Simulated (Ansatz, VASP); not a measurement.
KCl: VASP beside Ansatz

```xyz
2
Lattice="3.6340 0.0182 0.0182 0.0182 3.6340 0.0182 0.0182 0.0182 3.6340" Properties=species:S:1:pos:R:3 pbc="T T T"
K     0.0000    0.0000    0.0000
Cl    1.8352    1.8352    1.8352
```

Change from the starting cell: equal xy, yz and zx shear strains of +1 %, PAW files.

Alike in both runs: task electric field gradients; functional PBEsol; k mesh 7 × 7 × 7; occupations fermi-dirac, width 0.02 eV; no spin polarisation.

|  | VASP | Ansatz |
| --- | --- | --- |
| version | VASP 6.6.1 | Ansatz 0.2.0 |
| potentials or method | VASP PAW PBE potentials, release 64 (K_sv, Cl) | PAW with Ansatz's default frozen-core files, scalar-relativistic |
| plane-wave cutoff (eV) | 400 | 420 |
| valence electrons in the cell | 16 | 16 |

```tsv
	VASP	Ansatz	Ansatz less VASP
gap on the k mesh at the Fermi level (eV)	5.39	5.40	+0.006
pressure (GPa)	2.4	2.3	-0.11
traceless stress, the component that is largest in VASP (GPa)	-0.13	-0.12	+0.004
size of Vzz on the site where it differs most (V/Å²)	0.7	0.6	-0.05
```

VASP's potentials were made for PBE, not for PBEsol. With one functional, cell and mesh, what is left measures potentials, basis and numerics.
